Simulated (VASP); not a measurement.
# Si2C (P-3m1) in VASP: notebook, part 2 of 2

VASP 6.6.1.

### 4 Relaxation of cell and atoms, PBE

This run uses another cell than the first one, of 10.78 Å³/atom, 0.925 times its volume.

INCAR

```
ALGO = Normal ; EDIFF = 1E-7
EDIFFG = -0.01 ; ENCUT = 600
GGA = PE ; IBRION = 2
ISIF = 3 ; ISMEAR = 0
LASPH = True ; LCHARG = False
LREAL = False ; LWAVE = False
NELM = 100 ; NSW = 100
PREC = Accurate ; SIGMA = 0.1
```

KPOINTS

```
k-points
0
Gamma
  18 18 12
```

POSCAR

```
Si2C
1.0
    2.9668441102      0.0000000000      0.0000000000
   -1.4834220551      2.5693623685      0.0000000000
    0.0000000000      0.0000000000      4.2437413896
Si C
2 1
Direct
    0.6666666667      0.3333333333      0.2246344678
    0.3333333333      0.6666666667      0.7753655322
    0.0000000000      0.0000000000      0.5000000000
```

Potentials or basis: VASP PAW PBE potentials, release 64 (Si, C).

Command:

```
cat potpaw_PBE.64/Si/POTCAR potpaw_PBE.64/C/POTCAR > POTCAR
mpirun -np 1 vasp_std > vasp.out
```

OUTCAR:

```text
EDIFF = 1E-7
   EDIFFG = -0.01
   ENCUT = 600
   GGA = PE
   IBRION = 2
   ISIF = 3
   ISMEAR = 0
   LASPH = True
   LREAL = False
   NELM = 100
   NSW = 100
   PREC = Accurate

 ion  position               nearest neighbor table
   1  0.667  0.333  0.225-   3 2.07   3 2.07   3 2.07   2 2.56   2 2.56   2 2.56   2 2.90   2 2.90
                             2 2.90
   2  0.333  0.667  0.775-   3 2.07   3 2.07   3 2.07   1 2.56   1 2.56   1 2.56   1 2.90   1 2.90
                             1 2.90
   3  0.000  0.000  0.500-   1 2.07   2 2.07   2 2.07   1 2.07   1 2.07   2 2.07

  LATTYP: Found a hexagonal cell.
 ALAT       =     2.9668441102
 C/A-ratio  =     1.4303890707

  Lattice vectors:

 A1 = (   2.9668441102,   0.0000000000,   0.0000000000)
 A2 = (  -1.4834220551,   2.5693623685,   0.0000000000)
 A3 = (   0.0000000000,   0.0000000000,   4.2437413896)

Analysis of symmetry for initial positions (statically):
=====================================================================
 Subroutine PRICEL returns:
 Original cell was already a primitive cell.

 Routine SETGRP: Setting up the symmetry group for a
 hexagonal supercell.

 Subroutine GETGRP returns: Found 12 space group operations
 (whereof 12 operations were pure point group operations)
 out of a pool of 24 trial point group operations.

The static configuration has the point symmetry D_3d.

Analysis of symmetry for dynamics (positions and initial velocities):
=====================================================================
 Subroutine PRICEL returns:
 Original cell was already a primitive cell.

 Routine SETGRP: Setting up the symmetry group for a
 hexagonal supercell.

 Subroutine GETGRP returns: Found 12 space group operations
 (whereof 12 operations were pure point group operations)
 out of a pool of 24 trial point group operations.

The dynamic configuration has the point symmetry D_3d.

 Subroutine INISYM returns: Found 12 space group operations
 (whereof 12 operations are pure point group operations),
 and found     1 'primitive' translations

----------------------------------------------------------------------------------------

                                     Primitive cell

  volume of cell :      32.3496

  direct lattice vectors                    reciprocal lattice vectors
     2.966844110  0.000000000  0.000000000     0.337058491  0.194600811  0.000000000
    -1.483422055  2.569362369  0.000000000     0.000000000  0.389201621  0.000000000
     0.000000000  0.000000000  4.243741390     0.000000000  0.000000000  0.235641126

  length of vectors
     2.966844110  2.966844110  4.243741390     0.389201621  0.389201621  0.235641126

  position of ions in fractional coordinates (direct lattice)
     0.666666667  0.333333333  0.224634468
     0.333333333  0.666666667  0.775365532
     0.000000000  0.000000000  0.500000000

  ion indices of the primitive-cell ions
   primitive index   ion index
                 1           1
                 2           2
                 3           3

----------------------------------------------------------------------------------------

 KPOINTS: k-points

Automatic generation of k-mesh.
[... 55 lines left out ...]
   NGXF,Y,Z  is equivalent  to a cutoff of  26.90, 26.90, 28.21 a.u.
 SYSTEM =  unknown system
   PREC   = accura    normal or accurate (medium, high low for compatibility)
   ISTART =      0    job   : 0-new  1-cont  2-samecut
   ICHARG =      2    charge: 1-file 2-atom 10-const
   ISPIN  =      1    spin polarized calculation?
   LNONCOLLINEAR =      F non collinear calculations
   LSORBIT =      F    spin-orbit coupling
   LASPH  =      T    aspherical Exc in radial PAW
   ENCUT  =  600.0 eV  44.10 Ry    6.64 a.u.   5.93  5.93  8.48*2*pi/ulx,y,z
   NELM   =    100;   NELMIN=  2; NELMDL= -5     # of ELM steps
   EDIFF  = 0.1E-06   stopping-criterion for ELM
   LREAL  =      F    real-space projection
   EDIFFG = -.1E-01   stopping-criterion for IOM
   NSW    =    100    number of steps for IOM
   IBRION =      2    ionic relax: 0-MD 1-quasi-New 2-CG
   NFREE  =      1    steps in history (QN), initial steepest desc. (CG)
   ISIF   =      3    stress and relaxation
   ISYM   =      2    0-nonsym 1-usesym 2-fastsym
   POTIM  = 0.5000    time-step for ionic-motion
   TEBEG  =    0.0;   TEEND  =   0.0 temperature during run
   PSTRESS=    0.0 pullay stress
   NELECT =      12.0000    total number of electrons
   NUPDOWN=      -1.0000    fix difference up-down
   EMIN   =  10.00;   EMAX   =-10.00  energy-range for DOS
   EFERMI =   0.00;   METHOD = LEGACY
   ISMEAR =     0;   SIGMA  =   0.10  broadening in eV -4-tet -1-fermi 0-gaus
   EFERMI_NEDOS =   21; number of points for ismear=-14 and -15
   IALGO  =     38    algorithm
   IMIX   =      4    mixing-type and parameters
     AMIX     =   0.40;   BMIX     =  1.00
     AMIX_MAG =   1.60;   BMIX_MAG =  1.00
  volume/ion in A,a.u.               =      10.78        72.77
  Fermi-wavevector in a.u.,A,eV,Ry     =   1.176284  2.222855 18.825625  1.383644
  Thomas-Fermi vector in A             =   2.312651
   LORBIT       =      0    0 simple, 1 ext, 2 COOP (PROOUT), +10 PAW based schemes
   GGA     = PE    functional components
   LHFCALC =     F    Hartree Fock is set to
   AEXX    =    0.0000 exact exchange contribution
   IVDW    =     0    specifies the selected vdW correction
   LEPSILON=     F    determine dielectric tensor
   LRPA    =     F    only Hartree local field effects (RPA)
 conjugate gradient relaxation of ions
 non-spin polarized calculation
 Gauss-broadening in eV      SIGMA  =   0.10
  energy-cutoff  :      600.00
  volume of cell :       32.35
 maximum number of plane-waves:      1098
   NGX = 11   NGY = 11   NGZ = 17

--------------------------------------- Ionic step        1  -------------------------------------------

 number of electron      12.0000000 magnetization

 Free energy of the ion-electron system (eV)
  ---------------------------------------------------
  ext. energy  EPLUGINS =         0.00000000
  ---------------------------------------------------
  free energy    TOTEN  =       -18.24254040 eV

  energy without entropy =      -18.23911524  energy(sigma->0) =      -18.24082782

------------------------ aborting loop because EDIFF is reached ----------------------------------------

  FORCE on cell =-STRESS in cart. coord.  units (eV):
  Direction    XX          YY          ZZ          XY          YZ          ZX
  --------------------------------------------------------------------------------------
  -------------------------------------------------------------------------------------
  Total       -0.0660171     -0.0660171      0.2589618      0.0000000     -0.0000000      0.0000000
  in kB       -3.2696232     -3.2696232     12.8255864      0.0000000     -0.0000000      0.0000000
  external PRESSURE =       2.0954466 kB  Pullay stress =       0.0000000 kB
[... 135 lines left out ...]
--------------------------------------- Ionic step        5  -------------------------------------------

 number of electron      12.0000000 magnetization

 Free energy of the ion-electron system (eV)
  ---------------------------------------------------
  ext. energy  EPLUGINS =         0.00000000
  ---------------------------------------------------
  free energy    TOTEN  =       -18.24323153 eV

  energy without entropy =      -18.23980739  energy(sigma->0) =      -18.24151946

 E-fermi :  11.4437     XC(G=0): -11.8176

 val. band max:       11.4339446453   @ k =  -0.2222  -0.4444   0.0833
 cond. band min:      11.4522177131   @ k =   0.1667   0.1111   0.3333
 fundamental gap:      0.0182730678
 Fermi energy:        11.4436744036

 k-point     1 :       0.0000    0.0000    0.0000
  band No.  band energies     occupation
      1      -6.0621      2.00000
      2       2.1067      2.00000
      3       2.1278      2.00000
      4       9.5935      2.00000
      5       9.5935      2.00000
      6      15.2361      0.00000
      7      15.2361      0.00000
      8      15.9978      0.00000
      9      17.6666      0.00000
     10      19.7788      0.00000
[... 287 lines left out ...]
 k-point    24 :       0.3889    0.1111    0.0000
  band No.  band energies     occupation
      1      -2.2328      2.00000
      2       0.5978      2.00000
      3       5.4181      2.00000
      4       5.6178      2.00000
      5       6.4671      2.00000
      6       8.5490      2.00000
      7       9.9242      2.00000
      8      13.5150      0.00000
      9      14.7862      0.00000
     10      15.2517      0.00000

 [... further k-points ...]

------------------------ aborting loop because EDIFF is reached ----------------------------------------

  FORCE on cell =-STRESS in cart. coord.  units (eV):
  Direction    XX          YY          ZZ          XY          YZ          ZX
  --------------------------------------------------------------------------------------
  -------------------------------------------------------------------------------------
  Total        0.0014484      0.0014484      0.0041456      0.0000000     -0.0000000      0.0000000
  in kB        0.0716664      0.0716664      0.2051239      0.0000000     -0.0000000      0.0000000
  external PRESSURE =       0.1161522 kB  Pullay stress =       0.0000000 kB
[... 18 lines left out ...]
  FREE ENERGIE OF THE ION-ELECTRON SYSTEM (eV)
  ---------------------------------------------------
  free  energy   TOTEN  =       -18.2432315345 eV

  energy  without entropy=      -18.2398073932  energy(sigma->0) =      -18.24151946

 reached required accuracy - stopping structural energy minimisation
```

OSZICAR:

```text
N       E                     dE             d eps       ncg     rms          rms(c)
DAV:   1     0.231515418658E+02    0.23152E+02   -0.62085E+03  7896   0.119E+03
DAV:   2    -0.175167107022E+02   -0.40668E+02   -0.38732E+02 10482   0.157E+02
DAV:   3    -0.193741527505E+02   -0.18574E+01   -0.18331E+01 10186   0.327E+01
[... 33 lines left out ...]
       N       E                     dE             d eps       ncg     rms          rms(c)
DAV:   1    -0.182432294242E+02   -0.27451E-04   -0.90849E-04  8586   0.227E-01    0.116E-02
DAV:   2    -0.182432320164E+02   -0.25922E-05   -0.35040E-05  9606   0.518E-02    0.867E-03
DAV:   3    -0.182432316139E+02    0.40241E-06   -0.12768E-06  9794   0.855E-03    0.347E-03
DAV:   4    -0.182432315345E+02    0.79444E-07   -0.22679E-07  7698   0.385E-03
   5 F= -.18243232E+02 E0= -.18241519E+02  d E =-.109235E-03
```

Run time: 3.4 min. Hardware: 1 thread of AMD EPYC 9R45 (Zen 5), shared host; peak memory 0.25 GiB.

Results:

| Property | Result |
| --- | --- |
| Free energy | -18.2432 eV |
| Relaxed volume | 10.79 Å³/atom |
| Relaxed cell | a = 2.962 Å, b = 2.962 Å, c = 4.261 Å, α = 90.00°, β = 90.00°, γ = 120.00° |
| Space group after relaxing (to 0.05 Å) | P-3m1 (No. 164) |
| Energy gained by relaxing | 0.2 meV/atom |
| Ionic steps | 5 |
| Pressure after relaxing | 0.0 GPa |
| Band gap on the k mesh | zero (band 6 reaches 15.42 eV, above the bottom of band 7 at 9.31 eV) |

Step by step:
```tsv
step	energy change (eV)	largest force (eV/Å)	pressure (GPa)	volume (Å³)
1	0.0000	0.0185	0.21	32.35
2	-0.0006	0.0531	-0.24	32.42
3	-0.0006	0.0510	-0.21	32.41
4	-0.0007	0.0263	0.12	32.36
5	-0.0007	0.0002	0.01	32.38
```

Final structure:
```cif
data_structure
_symmetry_space_group_name_H-M 'P 1'
_symmetry_Int_Tables_number 1
_cell_length_a 2.9621
_cell_length_b 2.9621
_cell_length_c 4.2614
_cell_angle_alpha 90.000
_cell_angle_beta 90.000
_cell_angle_gamma 120.000
_cell_volume 32.38
loop_
_atom_site_label
_atom_site_type_symbol
_atom_site_fract_x
_atom_site_fract_y
_atom_site_fract_z
_atom_site_occupancy
Si1 Si 0.66667 0.33333 0.22524 1
Si2 Si 0.33333 0.66667 0.77476 1
C1 C 0.00000 0.00000 0.50000 1
```

### 5 The runs side by side

```csv
task,cell,k mesh,cutoff (eV),gap on the mesh (eV),pressure (GPa),relaxed volume (Å³/atom)
relaxation of cell and atoms,"relaxed from a = 2.995, b = 2.995, c = 4.501 Å, angles 90.0, 90.0, 120.0°, 3 atoms",6 × 6 × 4,600,none,-0.2,10.80
single point,"a = 2.962, b = 2.962, c = 4.262 Å, angles 90.0, 90.0, 120.0°, 3 atoms",18 × 18 × 12,520,none,0.0,-
relaxation of cell and atoms,"relaxed from a = 2.967, b = 2.967, c = 4.244 Å, angles 90.0, 90.0, 120.0°, 3 atoms",18 × 18 × 12,600,none,0.0,10.79
```

Alike in all rows: level PBE; potentials or basis VASP PAW PBE potentials, release 64 (Si, C); no spin polarisation; smearing gaussian 0.1 eV.

Caveats: some runs use coarse meshes.

Absolute energies hang on the potentials; compare differences alone.
